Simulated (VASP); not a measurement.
# Pt (a cell with a defect) in VASP: single point with PBE

Aim: the single point of Pt (a cell with a defect) with PBE.

Program: VASP 6.6.1. These are calculated values, not measurements. Logs are shortened: lines on timing, memory, paths and dates and some standing lists are left out, and cuts for length are marked.

### Step 1. The cell of the first run

The cell holds a defect, 15 atoms: a = 6.877 Å, b = 6.877 Å, c = 6.877 Å, α = 109.47°, β = 109.47°, γ = 109.47°.

### Step 2. Single point, PBE

INCAR reads:

```
SYSTEM = Pt
PREC     = Accurate       ! precision mode
ENCUT    = 520            ! plane-wave cutoff, eV
EDIFF    = 1E-6           ! SCF threshold, eV
ISMEAR   = 0              ! smearing method
SIGMA    = 0.1            ! smearing width, eV
LREAL    = Auto         
LASPH    = .TRUE.         ! aspherical terms in the spheres
NELM     = 100            ! most SCF steps
ALGO     = Normal         ! electronic algorithm
ISIF     = 2              ! what is computed and relaxed
LWAVE    = .FALSE.        ! write WAVECAR
LCHARG   = .FALSE.        ! write CHGCAR
GGA      = PE             ! functional
NBANDS   = 88             ! bands
```

KPOINTS reads:

```
regular mesh
0
G
  5 5 5
  0 0 0
```

POSCAR reads:

```
Pt
1.0
    3.9702306987     -3.9702306987      3.9702306987
   -3.9702306987     -3.9702306987     -3.9702306987
    3.9702306987      3.9702306987     -3.9702306987
Pt
15
Direct
    0.7465381583      0.7500000000      0.5034618417
    0.7465381583      0.5034618417      0.7500000000
    0.0000000000      0.7500000000      0.2500000000
    0.0069236834      0.5034618417      0.5034618417
    0.0000000000      0.2500000000      0.7500000000
    0.2534618417      0.7500000000     -0.0034618417
    0.2534618417      0.5034618417      0.2569236834
    0.2534618417      0.2569236834      0.5034618417
    0.2534618417     -0.0034618417      0.7500000000
    0.5000000000      0.5034618417     -0.0034618417
    0.5000000000      0.2500000000      0.2500000000
    0.5000000000     -0.0034618417      0.5034618417
    0.7465381583      0.2430763166     -0.0034618417
    0.7465381583     -0.0034618417      0.2430763166
   -0.0069236834     -0.0034618417     -0.0034618417
```

Potentials or basis: VASP PAW PBE potentials, release 64 (Pt).

Started as:

```bash
$ cat potpaw_PBE.64/Pt/POTCAR > POTCAR
$ mpirun -np 1 vasp_std > vasp.out
```

OUTCAR:

```text
SYSTEM = Pt
   PREC = Accurate
   ENCUT = 520
   EDIFF = 1E-6
   ISMEAR = 0
   LREAL = Auto
   LASPH = .TRUE.
   NELM = 100
   ISIF = 2
   GGA = PE

 ion  position               nearest neighbor table
   1  0.747  0.750  0.503-   2 2.77   7 2.77  12 2.77  15 2.77   5 2.81  11 2.81   3 2.85   4 2.85
                            14 2.85  10 2.85   9 2.85
   2  0.747  0.503  0.750-   1 2.77   8 2.77  10 2.77  15 2.77   3 2.81  11 2.81   5 2.85   4 2.85
                            13 2.85   6 2.85  12 2.85
   3  0.000  0.750  0.250-   4 2.81   7 2.81  14 2.81  15 2.81   9 2.81  12 2.81   2 2.81  10 2.81
                            13 2.85   8 2.85   1 2.85   6 2.85
   4  0.007  0.503  0.503-   6 2.77   9 2.77   8 2.77   7 2.77   3 2.81   5 2.81  11 2.85   2 2.85
                             1 2.85  14 2.85  13 2.85
   5  0.000  0.250  0.750-   4 2.81   8 2.81  13 2.81  15 2.81   6 2.81  10 2.81   1 2.81  12 2.81
                             7 2.85  14 2.85   2 2.85   9 2.85
   6  0.253  0.750  0.997-   4 2.77   9 2.77  10 2.77  14 2.77  11 2.81   5 2.81   3 2.85  15 2.85
                             7 2.85  12 2.85   2 2.85
   7  0.253  0.503  0.257-   1 2.77  12 2.77   8 2.77   4 2.77  11 2.81   3 2.81   5 2.85  10 2.85
                             6 2.85  15 2.85  13 2.85
   8  0.253  0.257  0.503-   2 2.77  10 2.77   7 2.77   4 2.77   5 2.81  11 2.81   3 2.85  12 2.85
                             9 2.85  15 2.85  14 2.85
   9  0.253  0.997  0.750-   4 2.77   6 2.77  12 2.77  13 2.77  11 2.81   3 2.81   5 2.85  15 2.85
                             8 2.85  10 2.85   1 2.85
  10  0.500  0.503  0.997-   2 2.77   6 2.77   8 2.77  14 2.77   3 2.81   5 2.81  11 2.85   7 2.85
                            13 2.85   9 2.85   1 2.85
  11  0.500  0.250  0.250-   7 2.81   8 2.81  13 2.81  14 2.81   1 2.81   2 2.81   9 2.81   6 2.81
                             4 2.85  15 2.85  12 2.85  10 2.85
  12  0.500  0.997  0.503-   1 2.77   7 2.77   9 2.77  13 2.77   5 2.81   3 2.81  11 2.85  14 2.85
                             8 2.85   6 2.85   2 2.85
  13  0.747  0.243  0.997-   9 2.77  12 2.77  14 2.77  15 2.77  11 2.81   5 2.81   3 2.85   2 2.85
                            10 2.85   7 2.85   4 2.85
  14  0.747  0.997  0.243-   6 2.77  10 2.77  13 2.77  15 2.77   3 2.81  11 2.81   5 2.85   1 2.85
                            12 2.85   4 2.85   8 2.85
  15  0.993  0.997  0.997-   1 2.77   2 2.77  13 2.77  14 2.77   3 2.81   5 2.81  11 2.85   6 2.85
                             9 2.85   7 2.85   8 2.85

  LATTYP: Found a body centered cubic cell.
 ALAT       =     7.9404613974

  Lattice vectors:

 A1 = (   3.9702306987,  -3.9702306987,   3.9702306987)
 A2 = (  -3.9702306987,  -3.9702306987,  -3.9702306987)
 A3 = (   3.9702306987,   3.9702306987,  -3.9702306987)

Analysis of symmetry for initial positions (statically):
=====================================================================
 Subroutine PRICEL returns:
 Original cell was already a primitive cell.

 Routine SETGRP: Setting up the symmetry group for a
 body centered cubic supercell.

 Subroutine GETGRP returns: Found 48 space group operations
 (whereof  4 operations were pure point group operations)
 out of a pool of 48 trial point group operations.

The static configuration has the point symmetry C_2v.
 The point group associated with its full space group is O_h .

Analysis of symmetry for dynamics (positions and initial velocities):
=====================================================================
 Subroutine PRICEL returns:
 Original cell was already a primitive cell.

 Routine SETGRP: Setting up the symmetry group for a
 body centered cubic supercell.

 Subroutine GETGRP returns: Found 48 space group operations
 (whereof  4 operations were pure point group operations)
 out of a pool of 48 trial point group operations.

The dynamic configuration has the point symmetry C_2v.
 The point group associated with its full space group is O_h .

 Subroutine INISYM returns: Found 48 space group operations
 (whereof  4 operations are pure point group operations),
 and found     1 'primitive' translations

----------------------------------------------------------------------------------------

                                     Primitive cell

  volume of cell :     250.3267

  direct lattice vectors                    reciprocal lattice vectors
     3.970230699 -3.970230699  3.970230699     0.125937266 -0.125937266  0.000000000
[... 64 lines left out ...]

 Found     10 irreducible k-points:

 Following reciprocal coordinates:
            Coordinates               Weight
  0.000000  0.000000  0.000000      1.000000
  0.200000  0.000000  0.000000     12.000000
  0.400000  0.000000  0.000000     12.000000
  0.200000  0.200000  0.000000     24.000000
  0.400000  0.200000  0.000000     24.000000
  0.200000  0.200000  0.200000      8.000000
 -0.200000  0.200000  0.200000      6.000000
 -0.400000  0.400000  0.200000     24.000000
 -0.400000 -0.400000  0.200000      8.000000
 -0.400000  0.400000  0.400000      6.000000
   k-points           NKPTS =     10   k-points in BZ     NKDIM =     10   number of bands    NBANDS=     88
   number of dos      NEDOS =    301   number of ions     NIONS =     15
   total plane-waves  NPLWV = 157464
   dimension x,y,z NGX =    54 NGY =   54 NGZ =   54
   dimension x,y,z NGXF=   108 NGYF=  108 NGZF=  108
   ions per type =              15
   NGX,Y,Z   is equivalent  to a cutoff of  13.05, 13.05, 13.05 a.u.
   NGXF,Y,Z  is equivalent  to a cutoff of  26.11, 26.11, 26.11 a.u.
 SYSTEM =  Pt
   PREC   = accura    normal or accurate (medium, high low for compatibility)
   ISTART =      0    job   : 0-new  1-cont  2-samecut
   ICHARG =      2    charge: 1-file 2-atom 10-const
   ISPIN  =      1    spin polarized calculation?
   LNONCOLLINEAR =      F non collinear calculations
   LSORBIT =      F    spin-orbit coupling
   LASPH  =      T    aspherical Exc in radial PAW
   ENCUT  =  520.0 eV  38.22 Ry    6.18 a.u.  12.79 12.79 12.79*2*pi/ulx,y,z
   NELM   =    100;   NELMIN=  2; NELMDL= -5     # of ELM steps
   EDIFF  = 0.1E-05   stopping-criterion for ELM
   LREAL  =      T    real-space projection
   EDIFFG = 0.1E-04   stopping-criterion for IOM
   NSW    =      0    number of steps for IOM
   IBRION =     -1    ionic relax: 0-MD 1-quasi-New 2-CG
   NFREE  =      0    steps in history (QN), initial steepest desc. (CG)
   ISIF   =      2    stress and relaxation
   ISYM   =      2    0-nonsym 1-usesym 2-fastsym
   POTIM  = 0.5000    time-step for ionic-motion
   TEBEG  =    0.0;   TEEND  =   0.0 temperature during run
   PSTRESS=    0.0 pullay stress
   NELECT =     150.0000    total number of electrons
   NUPDOWN=      -1.0000    fix difference up-down
   EMIN   =  10.00;   EMAX   =-10.00  energy-range for DOS
   EFERMI =   0.00;   METHOD = LEGACY
   ISMEAR =     0;   SIGMA  =   0.10  broadening in eV -4-tet -1-fermi 0-gaus
   EFERMI_NEDOS =   21; number of points for ismear=-14 and -15
   IALGO  =     38    algorithm
   IMIX   =      4    mixing-type and parameters
     AMIX     =   0.40;   BMIX     =  1.00
     AMIX_MAG =   1.60;   BMIX_MAG =  1.00
  volume/ion in A,a.u.               =      16.69       112.62
  Fermi-wavevector in a.u.,A,eV,Ry     =   1.380181  2.608165 25.917748  1.904901
  Thomas-Fermi vector in A             =   2.505082
   LORBIT       =      0    0 simple, 1 ext, 2 COOP (PROOUT), +10 PAW based schemes
   GGA     = PE    functional components
   LHFCALC =     F    Hartree Fock is set to
   AEXX    =    0.0000 exact exchange contribution
   IVDW    =     0    specifies the selected vdW correction
   LEPSILON=     F    determine dielectric tensor
   LRPA    =     F    only Hartree local field effects (RPA)
 non-spin polarized calculation
 Gauss-broadening in eV      SIGMA  =   0.10
  energy-cutoff  :      520.00
  volume of cell :      250.33
 maximum number of plane-waves:      6776
 NGX is ok and might be reduce to    54
   NGX = 25   NGY = 25   NGZ = 25

 number of electron     150.0000002 magnetization

 Free energy of the ion-electron system (eV)
  ---------------------------------------------------
  ext. energy  EPLUGINS =         0.00000000
  ---------------------------------------------------
  free energy    TOTEN  =       -90.52926775 eV

  energy without entropy =      -90.38621043  energy(sigma->0) =      -90.45773909

 E-fermi :   9.4728     XC(G=0): -12.8097

 val. band max:        9.4548447214   @ k =  -0.2000   0.2000   0.2000
 cond. band min:       9.4761760011   @ k =   0.2000   0.0000   0.0000
 fundamental gap:      0.0213312797
 Fermi energy:         9.4728297956

 k-point     1 :       0.0000    0.0000    0.0000
  band No.  band energies     occupation
      1       0.1230      2.00000
      2       2.9419      2.00000
      3       3.2999      2.00000
      4       3.2999      2.00000
      5       3.4891      2.00000
      6       3.4891      2.00000
[... 889 lines left out ...]
     86      15.0693      0.00000
     87      15.0693      0.00000
 [bands above 87 left out]

------------------------ aborting loop because EDIFF is reached ----------------------------------------

  FORCE on cell =-STRESS in cart. coord.  units (eV):
  Direction    XX          YY          ZZ          XY          YZ          ZX
  --------------------------------------------------------------------------------------
  -------------------------------------------------------------------------------------
  Total       -9.8107298     -9.8107298     -9.8107298      0.0000000      0.0000000      0.0000000
  in kB      -62.7920520    -62.7920520    -62.7920520      0.0000000      0.0000000      0.0000000
  external PRESSURE =     -62.7920520 kB  Pullay stress =       0.0000000 kB

 VOLUME and BASIS-vectors are now :
 -----------------------------------------------------------------------------
  energy-cutoff  :      520.00
  volume of cell :      250.33
      direct lattice vectors                 reciprocal lattice vectors
     3.970230699 -3.970230699  3.970230699     0.125937266 -0.125937266  0.000000000
    -3.970230699 -3.970230699 -3.970230699     0.000000000 -0.125937266 -0.125937266
     3.970230699  3.970230699 -3.970230699     0.125937266  0.000000000 -0.125937266

 POSITION                                       TOTAL-FORCE (eV/Angst)
 -----------------------------------------------------------------------------------
      1.98512     -3.94274     -2.01260        -0.000000     -0.007081      0.007081
      3.94274     -1.98512     -2.01260         0.007081     -0.000000      0.007081
     -1.98512     -1.98512     -3.97023        -0.000000     -0.000000      0.000000
      0.02749     -0.02749     -3.97023        -0.007081      0.007081      0.000000
      1.98512      1.98512     -3.97023        -0.000000     -0.000000      0.000000
      1.98512     -0.02749     -5.92786        -0.000000      0.007081     -0.007081
      0.02749     -1.98512     -2.01260        -0.007081     -0.000000      0.007081
      1.98512     -0.02749     -2.01260        -0.000000      0.007081      0.007081
      0.02749     -1.98512     -5.92786        -0.007081     -0.000000     -0.007081
      3.94274     -0.02749     -3.97023         0.007081      0.007081      0.000000
      1.98512     -1.98512      0.00000        -0.000000     -0.000000      0.000000
      0.02749     -3.94274     -3.97023        -0.007081     -0.007081      0.000000
      5.95535      0.02749     -1.95763        -0.000000     -0.007081     -0.007081
     -0.02749     -5.95535     -1.95763         0.007081     -0.000000     -0.007081
      3.94274     -3.94274     -3.97023         0.007081     -0.007081      0.000000
 -----------------------------------------------------------------------------------
    total drift:                                0.000000     -0.000000      0.000000

  FREE ENERGIE OF THE ION-ELECTRON SYSTEM (eV)
  ---------------------------------------------------
  free  energy   TOTEN  =       -90.5292677475 eV

  energy  without entropy=      -90.3862104343  energy(sigma->0) =      -90.45773909
```

It took 22 min on 1 thread of AMD EPYC 7R13, shared host; peak memory 0.42 GiB.

What came out:

```
Free energy            : -90.5293 eV
Pressure               : -6.3 GPa
Largest force          : 0.010 eV/Å
Band gap on the k mesh : zero (band 75 reaches 10.03 eV, above the bottom of band 76 at 9.37 eV)
```

Forces on the atoms (eV/Å):
```
Pt   0.000 -0.007  0.007
Pt   0.007  0.000  0.007
Pt   0.000  0.000  0.000
Pt  -0.007  0.007  0.000
Pt   0.000  0.000  0.000
Pt   0.000  0.007 -0.007
Pt  -0.007  0.000  0.007
Pt   0.000  0.007  0.007
Pt  -0.007  0.000 -0.007
Pt   0.007  0.007  0.000
Pt   0.000  0.000  0.000
Pt  -0.007 -0.007  0.000
Pt   0.000 -0.007 -0.007
Pt   0.007  0.000 -0.007
Pt   0.007 -0.007  0.000
```

Caveat: spin-orbit coupling is left out, which moves the levels of the heavy elements.
